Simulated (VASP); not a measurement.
# Cd (Im-3m) in VASP: a series of runs

Aim: see how the results for Cd move with the level of theory and the settings. Levels: PBE, PBEsol+D4, PBEsol. Tasks: single point, relaxation of cell and atoms.

All numbers are computed with VASP 6.6.1; they aren't measurements. Logs are shortened: lines on timing, memory, paths and dates and some standing lists are left out, and cuts for length are marked.

**1. The cell of the first run**

Symmetry: Im-3m, No. 229, cubic system. Conventional cell: a = 3.569 Å, b = 3.569 Å, c = 3.569 Å, α = 90.00°, β = 90.00°, γ = 90.00°. Within 4.1 Å of Cd (site symmetry m-3m) lie 14 Cd at 3.09 to 3.57 Å.

**2. Single point, PBE**

The input, INCAR:

```
SYSTEM = Cd
PREC = Accurate
ENCUT = 520
EDIFF = 1E-6
ISMEAR = 0
SIGMA = 0.02
LREAL = .False.
LASPH = .True.
NELM = 100
ALGO = Normal
ISIF = 2
LWAVE = .False.
LCHARG = .False.
GGA = PE
NBANDS = 12
```

The input, KPOINTS:

```
regular mesh
0
Gamma
  10 10 10
  0 0 0
```

The input, POSCAR:

```
Cd
1.0
   -1.7843220000      1.7843220000      1.7843220000
    1.7843220000     -1.7843220000      1.7843220000
    1.7843220000      1.7843220000     -1.7843220000
Cd
1
Direct
    0.0000000000      0.0000000000      0.0000000000
```

Potentials or basis: VASP PAW PBE potentials, release 64 (Cd).

The run is started by

```
cat potpaw_PBE.64/Cd/POTCAR > POTCAR
mpirun -np 1 vasp_std > vasp.out
```

OUTCAR:

```text
SYSTEM = Cd
   PREC = Accurate
   ENCUT = 520
   EDIFF = 1E-6
   ISMEAR = 0
   LREAL = .False.
   LASPH = .True.
   NELM = 100
   ISIF = 2
   GGA = PE

 ion  position               nearest neighbor table
   1  0.000  0.000  0.000-

  LATTYP: Found a body centered cubic cell.
 ALAT       =     3.5686440000

  Lattice vectors:

 A1 = (  -1.7843220000,   1.7843220000,   1.7843220000)
 A2 = (   1.7843220000,  -1.7843220000,   1.7843220000)
 A3 = (   1.7843220000,   1.7843220000,  -1.7843220000)

Analysis of symmetry for initial positions (statically):
=====================================================================
 Subroutine PRICEL returns:
 Original cell was already a primitive cell.

 Routine SETGRP: Setting up the symmetry group for a
 body centered cubic supercell.

 Subroutine GETGRP returns: Found 48 space group operations
 (whereof 48 operations were pure point group operations)
 out of a pool of 48 trial point group operations.

The static configuration has the point symmetry O_h .

Analysis of symmetry for dynamics (positions and initial velocities):
=====================================================================
 Subroutine PRICEL returns:
 Original cell was already a primitive cell.

 Routine SETGRP: Setting up the symmetry group for a
 body centered cubic supercell.

 Subroutine GETGRP returns: Found 48 space group operations
 (whereof 48 operations were pure point group operations)
 out of a pool of 48 trial point group operations.

The dynamic configuration has the point symmetry O_h .

 Subroutine INISYM returns: Found 48 space group operations
 (whereof 48 operations are pure point group operations),
 and found     1 'primitive' translations

----------------------------------------------------------------------------------------

                                     Primitive cell

  volume of cell :      22.7237

  direct lattice vectors                    reciprocal lattice vectors
    -1.784322000  1.784322000  1.784322000     0.000000000  0.280218481  0.280218481
     1.784322000 -1.784322000  1.784322000     0.280218481  0.000000000  0.280218481
     1.784322000  1.784322000 -1.784322000     0.280218481  0.280218481  0.000000000

  length of vectors
     3.090536361  3.090536361  3.090536361     0.396288776  0.396288776  0.396288776

  position of ions in fractional coordinates (direct lattice)
     0.000000000  0.000000000  0.000000000

  ion indices of the primitive-cell ions
   primitive index   ion index
                 1           1

----------------------------------------------------------------------------------------

 KPOINTS: regular mesh

Automatic generation of k-mesh.
 Grid dimensions read from file:
 generate k-points for:   10   10   10

 Generating k-lattice:

  Cartesian coordinates                     Fractional coordinates (reciprocal lattice)
     0.000000000  0.028021848  0.028021848     0.100000000  0.000000000  0.000000000
     0.028021848  0.000000000  0.028021848     0.000000000  0.100000000  0.000000000
     0.028021848  0.028021848  0.000000000     0.000000000  0.000000000  0.100000000

  Length of vectors
     0.039628878  0.039628878  0.039628878

  Shift w.r.t. Gamma in fractional coordinates (k-lattice)
     0.000000000  0.000000000  0.000000000

 Subroutine IBZKPT returns following result:
 ===========================================

 Found     47 irreducible k-points:

 Following reciprocal coordinates:
            Coordinates               Weight
  0.000000  0.000000  0.000000      1.000000
  0.100000  0.000000  0.000000     12.000000
  0.200000  0.000000  0.000000     12.000000
  0.300000  0.000000  0.000000     12.000000
  0.400000  0.000000  0.000000     12.000000
  0.500000  0.000000  0.000000      6.000000
[... 16 lines left out ...]
  0.300000  0.300000  0.100000      8.000000
 -0.300000  0.300000  0.100000     24.000000
 [... further k-points ...]
   k-points           NKPTS =     47   k-points in BZ     NKDIM =     47   number of bands    NBANDS=     12
   number of dos      NEDOS =    301   number of ions     NIONS =      1
   total plane-waves  NPLWV =  13824
   dimension x,y,z NGX =    24 NGY =   24 NGZ =   24
   dimension x,y,z NGXF=    48 NGYF=   48 NGZF=   48
   ions per type =               1
   NGX,Y,Z   is equivalent  to a cutoff of  12.91, 12.91, 12.91 a.u.
   NGXF,Y,Z  is equivalent  to a cutoff of  25.82, 25.82, 25.82 a.u.
 SYSTEM =  Cd
   PREC   = accura    normal or accurate (medium, high low for compatibility)
   ISTART =      0    job   : 0-new  1-cont  2-samecut
   ICHARG =      2    charge: 1-file 2-atom 10-const
   ISPIN  =      1    spin polarized calculation?
   LNONCOLLINEAR =      F non collinear calculations
   LSORBIT =      F    spin-orbit coupling
   LASPH  =      T    aspherical Exc in radial PAW
   ENCUT  =  520.0 eV  38.22 Ry    6.18 a.u.   5.75  5.75  5.75*2*pi/ulx,y,z
   NELM   =    100;   NELMIN=  2; NELMDL= -5     # of ELM steps
   EDIFF  = 0.1E-05   stopping-criterion for ELM
   LREAL  =      F    real-space projection
   EDIFFG = 0.1E-04   stopping-criterion for IOM
   NSW    =      0    number of steps for IOM
   IBRION =     -1    ionic relax: 0-MD 1-quasi-New 2-CG
   NFREE  =      0    steps in history (QN), initial steepest desc. (CG)
   ISIF   =      2    stress and relaxation
   ISYM   =      2    0-nonsym 1-usesym 2-fastsym
   POTIM  = 0.5000    time-step for ionic-motion
   TEBEG  =    0.0;   TEEND  =   0.0 temperature during run
   PSTRESS=    0.0 pullay stress
   NELECT =      12.0000    total number of electrons
   NUPDOWN=      -1.0000    fix difference up-down
   EMIN   =  10.00;   EMAX   =-10.00  energy-range for DOS
   EFERMI =   0.00;   METHOD = LEGACY
   ISMEAR =     0;   SIGMA  =   0.02  broadening in eV -4-tet -1-fermi 0-gaus
   EFERMI_NEDOS =   21; number of points for ismear=-14 and -15
   IALGO  =     38    algorithm
   IMIX   =      4    mixing-type and parameters
     AMIX     =   0.40;   BMIX     =  1.00
     AMIX_MAG =   1.60;   BMIX_MAG =  1.00
  volume/ion in A,a.u.               =      22.72       153.35
  Fermi-wavevector in a.u.,A,eV,Ry     =   1.323250  2.500581 23.823686  1.750992
  Thomas-Fermi vector in A             =   2.452872
   LORBIT       =      0    0 simple, 1 ext, 2 COOP (PROOUT), +10 PAW based schemes
   GGA     = PE    functional components
   LHFCALC =     F    Hartree Fock is set to
   AEXX    =    0.0000 exact exchange contribution
   IVDW    =     0    specifies the selected vdW correction
   LEPSILON=     F    determine dielectric tensor
   LRPA    =     F    only Hartree local field effects (RPA)
 non-spin polarized calculation
 Gauss-broadening in eV      SIGMA  =   0.02
  energy-cutoff  :      520.00
  volume of cell :       22.72
 maximum number of plane-waves:       627
   NGX = 11   NGY = 11   NGZ = 11

 number of electron      12.0000006 magnetization

 Free energy of the ion-electron system (eV)
  ---------------------------------------------------
  ext. energy  EPLUGINS =         0.00000000
  ---------------------------------------------------
  free energy    TOTEN  =        -0.69011186 eV

  energy without entropy =       -0.68978249  energy(sigma->0) =       -0.68994718

 E-fermi :   2.7542     XC(G=0): -10.7757

 val. band max:        2.7495787300   @ k =  -0.4000  -0.4000   0.1000
 cond. band min:       2.7599439486   @ k =  -0.4000   0.4000   0.4000
 fundamental gap:      0.0103652186
 Fermi energy:         2.7541982877

 k-point     1 :       0.0000    0.0000    0.0000
  band No.  band energies     occupation
      1      -6.5515      2.00000
      2      -6.5515      2.00000
      3      -6.5515      2.00000
      4      -5.9518      2.00000
      5      -5.9518      2.00000
      6      -5.9335      2.00000
      7      17.9633      0.00000
      8      17.9633      0.00000
      9      17.9633      0.00000
     10      18.4677      0.00000
     11      18.4677      0.00000
     12      18.4677      0.00000

 k-point     2 :       0.1000    0.0000    0.0000
  band No.  band energies     occupation
      1      -6.5809      2.00000
      2      -6.5475      2.00000
      3      -6.4643      2.00000
      4      -5.9860      2.00000
      5      -5.9506      2.00000
      6      -5.6574      2.00000
      7      15.2899      0.00000
      8      16.8954      0.00000
      9      17.1045      0.00000
     10      17.5914      0.00000
     11      17.8051      0.00000
     12      18.4742      0.00000

 k-point     3 :       0.2000    0.0000    0.0000
  band No.  band energies     occupation
      1      -6.6573      2.00000
      2      -6.6005      2.00000
      3      -6.2281      2.00000
      4      -6.0363      2.00000
      5      -5.9464      2.00000
      6      -4.8007      2.00000
      7      11.3128      0.00000
      8      15.0685      0.00000
      9      15.1036      0.00000
     10      16.9502      0.00000
     11      17.2000      0.00000
     12      19.4112      0.00000

 k-point     4 :       0.3000    0.0000    0.0000
  band No.  band energies     occupation
      1      -6.7504      2.00000
      2      -6.7397      2.00000
      3      -6.0321      2.00000
      4      -5.9392      2.00000
      5      -5.9187      2.00000
      6      -3.3709      2.00000
      7       7.5475      0.00000
      8      13.3415      0.00000
      9      13.6974      0.00000
     10      16.4335      0.00000
     11      16.8036      0.00000
     12      20.9385      0.00000

 k-point     5 :       0.4000    0.0000    0.0000
  band No.  band energies     occupation
      1      -6.8800      2.00000
      2      -6.8245      2.00000
      3      -5.9990      2.00000
      4      -5.9317      2.00000
      5      -5.6522      2.00000
      6      -1.4081      2.00000
      7       4.1622      0.00000
      8      12.1912      0.00000
      9      12.8167      0.00000
     10      16.1218      0.00000
     11      16.6208      0.00000
     12      22.9296      0.00000
[... 228 lines left out ...]
      1      -6.7881      2.00000
      2      -6.5964      2.00000
      3      -6.0997      2.00000
      4      -5.9504      2.00000
      5      -5.9026      2.00000
      6       1.1849      2.00000
      7       3.7824      0.00000
      8       6.4394      0.00000
      9       9.0329      0.00000
     10      20.9968      0.00000
     11      23.1791      0.00000
     12      23.6864      0.00000

 k-point    22 :      -0.2000    0.2000    0.1000
  band No.  band energies     occupation
      1      -6.5709      2.00000
      2      -6.5286      2.00000
      3      -6.2461      2.00000
      4      -6.1322      2.00000
      5      -6.0025      2.00000
      6      -4.4945      2.00000
      7      11.5269      0.00000
      8      13.6376      0.00000
      9      14.0660      0.00000
     10      16.1495      0.00000
     11      18.6127      0.00000
     12      18.9270      0.00000

 k-point    23 :       0.3000    0.3000    0.1000
  band No.  band energies     occupation
      1      -6.7846      2.00000
      2      -6.3533      2.00000
      3      -6.3533      2.00000
      4      -5.9222      2.00000
      5      -5.9222      2.00000
      6       3.1349      0.00000
      7       3.8012      0.00000
      8       3.8012      0.00000
      9       8.7760      0.00000
     10      22.3646      0.00000
     11      22.3646      0.00000
     12      25.1640      0.00000

 k-point    24 :      -0.3000    0.3000    0.1000
  band No.  band energies     occupation
      1      -6.6600      2.00000
      2      -6.6569      2.00000
      3      -6.1415      2.00000
      4      -6.0009      2.00000
      5      -5.9338      2.00000
      6      -3.0732      2.00000
      7       7.7794      0.00000
      8      12.1225      0.00000
      9      12.9032      0.00000
     10      17.0074      0.00000
     11      17.9497      0.00000
     12      18.8670      0.00000

 [... further k-points ...]

------------------------ aborting loop because EDIFF is reached ----------------------------------------

  FORCE on cell =-STRESS in cart. coord.  units (eV):
  Direction    XX          YY          ZZ          XY          YZ          ZX
  --------------------------------------------------------------------------------------
  -------------------------------------------------------------------------------------
  Total        0.2021426      0.2021426      0.2021426      0.0000000      0.0000000     -0.0000000
  in kB       14.2524227     14.2524227     14.2524227      0.0000000      0.0000000     -0.0000000
  external PRESSURE =      14.2524227 kB  Pullay stress =       0.0000000 kB

 VOLUME and BASIS-vectors are now :
 -----------------------------------------------------------------------------
  energy-cutoff  :      520.00
  volume of cell :       22.72
      direct lattice vectors                 reciprocal lattice vectors
    -1.784322000  1.784322000  1.784322000     0.000000000  0.280218481  0.280218481
     1.784322000 -1.784322000  1.784322000     0.280218481  0.000000000  0.280218481
     1.784322000  1.784322000 -1.784322000     0.280218481  0.280218481  0.000000000

 POSITION                                       TOTAL-FORCE (eV/Angst)
 -----------------------------------------------------------------------------------
      0.00000      0.00000      0.00000         0.000000     -0.000000      0.000000
 -----------------------------------------------------------------------------------
    total drift:                                0.000000      0.000000     -0.000000

  FREE ENERGIE OF THE ION-ELECTRON SYSTEM (eV)
  ---------------------------------------------------
  free  energy   TOTEN  =        -0.6901118579 eV

  energy  without entropy=       -0.6897824935  energy(sigma->0) =       -0.68994718
```

It took 6 s on 1 thread of Intel Xeon Platinum 8488C (Sapphire Rapids), shared host; peak memory 0.14 GiB.

What came out:

```yaml
Free_energy: -0.6901 eV
Pressure: 1.4 GPa
Band_gap_on_the_k_mesh: zero (band 6 reaches 6.03 eV, above the bottom of band 7 at 1.64 eV)
```

**3. Relaxation of cell and atoms, PBEsol+D4**

The input, INCAR:

```
SYSTEM = Cd
ALGO     = Normal         ! electronic algorithm
EDIFF    = 1E-6           ! SCF threshold, eV
EDIFFG   = -0.02          ! ionic threshold
ENCUT    = 600            ! plane-wave cutoff, eV
GGA      = PS             ! functional
IBRION   = 2              ! ionic algorithm
ISIF     = 3              ! what is computed and relaxed
ISMEAR   = 1              ! smearing method
IVDW     = 13             ! dispersion correction
LASPH    = .True.         ! aspherical terms in the spheres
LCHARG   = .False.        ! write CHGCAR
LREAL    = .False.        ! projectors in reciprocal space
LWAVE    = .False.        ! write WAVECAR
NELM     = 80             ! most SCF steps
NSW      = 80             ! ionic steps
PREC     = Accurate       ! precision mode
SIGMA    = 0.1            ! smearing width, eV
```

The input, KPOINTS:

```
k-points
0
Gamma
  10 10 10
  0 0 0
```

POSCAR is that of step 2.

Potentials or basis: VASP PAW PBE potentials, release 64 (Cd).

The run is started by

```
cat potpaw_PBE.64/Cd/POTCAR > POTCAR
mpirun -np 1 vasp_std > vasp.out
```

It took 19 s on 1 thread of Intel Xeon Platinum 8488C (Sapphire Rapids), shared host; peak memory 0.17 GiB.

It converged, with:

```
Free energy                            : -1.3748 eV
Relaxed volume                         : 20.70 Å³/atom
Relaxed cell                           : a = 2.996 Å, b = 2.996 Å, c = 2.996 Å, α = 109.47°, β = 109.47°, γ = 109.47°
Space group after relaxing (to 0.05 Å) : Im-3m (No. 229)
Energy gained by relaxing              : 32.1 meV/atom
Ionic steps                            : 3
Pressure after relaxing                : 0.0 GPa
Band gap on the k mesh                 : zero (band 6 reaches 6.58 eV, above the bottom of band 7 at 2.31 eV)
Dispersion energy per atom             : -0.246 eV
```

The path:
```tsv
step	energy change (eV)	largest force (eV/Å)	pressure (GPa)	volume (Å³)
1	0.0000	0.0000	-4.25	22.72
2	-0.0319	0.0000	-0.35	20.80
3	-0.0321	0.0000	-0.02	20.70
```

Final structure:
```cif
data_structure
_symmetry_space_group_name_H-M 'P 1'
_symmetry_Int_Tables_number 1
_cell_length_a 2.9957
_cell_length_b 2.9957
_cell_length_c 2.9957
_cell_angle_alpha 109.471
_cell_angle_beta 109.471
_cell_angle_gamma 109.471
_cell_volume 20.70
loop_
_atom_site_label
_atom_site_type_symbol
_atom_site_fract_x
_atom_site_fract_y
_atom_site_fract_z
_atom_site_occupancy
Cd1 Cd 0.00000 0.00000 0.00000 1
```

Levels at points of the mesh, in eV from the Fermi level:
```
           k point  band 4  band 5  band 6  band 7  band 8  band 9
(0.00, 0.00, 0.00)   -9.53   -8.89   -8.89   15.53   15.53   15.53
(0.50, 0.00, 0.00)   -8.85   -8.39   -2.62   -1.05    9.51   10.02
(0.50, 0.50, 0.50)   -8.51   -8.51    3.22    3.22    3.22    6.12
```

Caveat: the PAW data sets were made with another functional, which shifts forces and pressure a little; pairwise dispersion overbinds metals, which lowers pressure and volume.

**4. Single point, PBEsol, non-collinear spin, typed start**

This run uses another cell than the first one, of 23.63 Å³/atom, 1.040 times its volume.

The input, INCAR:

```
PREC = Accurate ; ENCUT = 520
EDIFF = 1E-6 ; ISMEAR = -5
SIGMA = 0.05 ; LREAL = False
LASPH = True ; NELM = 150
ALGO = Normal ; ISIF = 2
LWAVE = False ; LCHARG = False
LNONCOLLINEAR = True ; MAGMOM = 0 0 0.5
LORBIT = 11 ; GGA = PS
NBANDS = 23
```

The input, KPOINTS:

```
regular mesh
0
Gamma
  10 10 10
```

The input, POSCAR:

```
Cd
1.0
   -1.8078026137      1.8078026137      1.8078026137
    1.8078026137     -1.8078026137      1.8078026137
    1.8078026137      1.8078026137     -1.8078026137
Cd
1
Direct
    0.0000000000      0.0000000000      0.0000000000
```

The run is started by

```
cat potpaw_PBE.64/Cd/POTCAR > POTCAR
mpirun -np 1 vasp_ncl > vasp.out
```

Wall time 3 min (1 thread of Oxide Virtual Turin-like, shared host); peak memory 0.25 GiB.

It converged, with:

* Free energy: -1.1024 eV
* Pressure: -3.7 GPa
* Band gap on the k mesh: zero (band 12 reaches 5.50 eV, above the bottom of band 13 at 1.11 eV)
* Net moment: 0.00 μB per cell
* Valence electrons inside the program's atomic spheres: Cd 10.28

Stress tensor (GPa, compression positive):
```
-3.53  0.00  0.00
 0.00 -3.53  0.00
 0.00  0.00 -4.09
```

Levels at points of the mesh, in eV from the Fermi level:
| k point | band 9 | band 10 | band 11 | band 12 | band 13 | band 14 | band 15 | band 16 |
| --- | --- | --- | --- | --- | --- | --- | --- | --- |
| (0.00, 0.00, 0.00) | -8.52 | -8.52 | -8.39 | -8.39 | 15.06 | 15.06 | 15.06 | 15.06 |
| (0.50, 0.00, 0.00) | -8.15 | -8.15 | -1.95 | -1.95 | -1.14 | -1.14 | 8.80 | 8.80 |
| (0.00, 0.00, 0.50) | -8.15 | -8.15 | -1.95 | -1.95 | -1.14 | -1.14 | 8.80 | 8.80 |
| (0.50, 0.50, 0.50) | -8.24 | -8.24 | 3.25 | 3.25 | 3.25 | 3.25 | 3.25 | 3.25 |

Moments on the atoms (μB; x, y, z):
```
Cd  0.00 0.00 0.00
```

Caveat: the PAW data sets were made with another functional, which shifts forces and pressure a little; tetrahedron occupations give inexact forces and stress in metals.

**5. The runs side by side**

```csv
task,level,spin,cell,cutoff (eV),smearing,gap on the mesh (eV),pressure (GPa)
single point,PBE,off,"a = 3.091 Å, angles 109.5°, 1 atom",520,gaussian 0.02 eV,none,1.4
relaxation of cell and atoms,PBEsol+D4,off,"relaxed from a = 3.091 Å, angles 109.5°, 1 atom",600,methfessel-paxton 0.1 eV,none,0.0
single point,PBEsol,"non-collinear, typed start","a = 3.131 Å, angles 109.5°, 1 atom",520,tetrahedron,none,-3.7
```

Alike in all rows: potentials or basis VASP PAW PBE potentials, release 64 (Cd); k mesh 10 × 10 × 10.

Caveats: the PAW data sets were made with another functional, which shifts forces and pressure a little (some runs); pairwise dispersion overbinds metals, which lowers pressure and volume (some runs); tetrahedron occupations give inexact forces and stress in metals (some runs).

Absolute energies hang on the potentials; compare differences alone.
